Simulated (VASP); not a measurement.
Wanted: the native input for a VASP 6.6.1 run.

```yaml
Task: single point
Functional: PBE
Potentials_or_basis: VASP PAW PBE potentials, release 64 (C)
Cutoff: 520 eV
k_mesh: 9 × 9 × 4
Occupations: gaussian, width 0.1 eV
Spin: no spin polarisation
Dipole_correction: no
Further_INCAR_settings: ALGO = Normal; EDIFF = 1e-07; NBANDS = 16
```

The structure of C lies in POSCAR:

```
C
1.0
    2.7238438000      0.0000000000      0.0000000000
   -1.3619219000      2.3589179200      0.0000000000
    0.0000000000      0.0000000000      4.1201044000
C
4
Direct
    0.5000000000      0.0000000000      0.5000000000
    0.0000000000      0.5000000000      0.5000000000
    0.5000000000      0.5000000000      0.5000000000
    0.0000000000      0.0000000000      0.0000000000
```

The cell was generated, and may not be a known phase.

These files were run (other wordings do the same):

INCAR

```
SYSTEM = C
  PREC = Accurate
  ENCUT = 520
  EDIFF = 1E-7
  ISMEAR = 0
  SIGMA = 0.1
  LREAL = .False.
  LASPH = .True.
  NELM = 100
  ALGO = Normal
  ISIF = 2
  LWAVE = .False.
  LCHARG = .False.
  GGA = PE
  NBANDS = 16
```

KPOINTS

```
regular mesh
0
Gamma
  9 9 4
  0 0 0
```

Potentials or basis: VASP PAW PBE potentials, release 64 (C).

Launch:

```sh
$ cat potpaw_PBE.64/C/POTCAR > POTCAR
$ mpirun -np 1 vasp_std > vasp.out
```

It gave:

```json
{
  "Pressure": "83.5 GPa",
  "Band gap on the k mesh": "zero (bands 8 and 9 overlap by 4.53 eV)"
}
```

Caveat: the k points lie up to 0.38 Å⁻¹ apart, too coarse for converged energies and pressures of a metal.

Wall time 27 s on 1 thread of Intel Xeon 8259CL, on a shared host, peak memory 0.13 GiB.
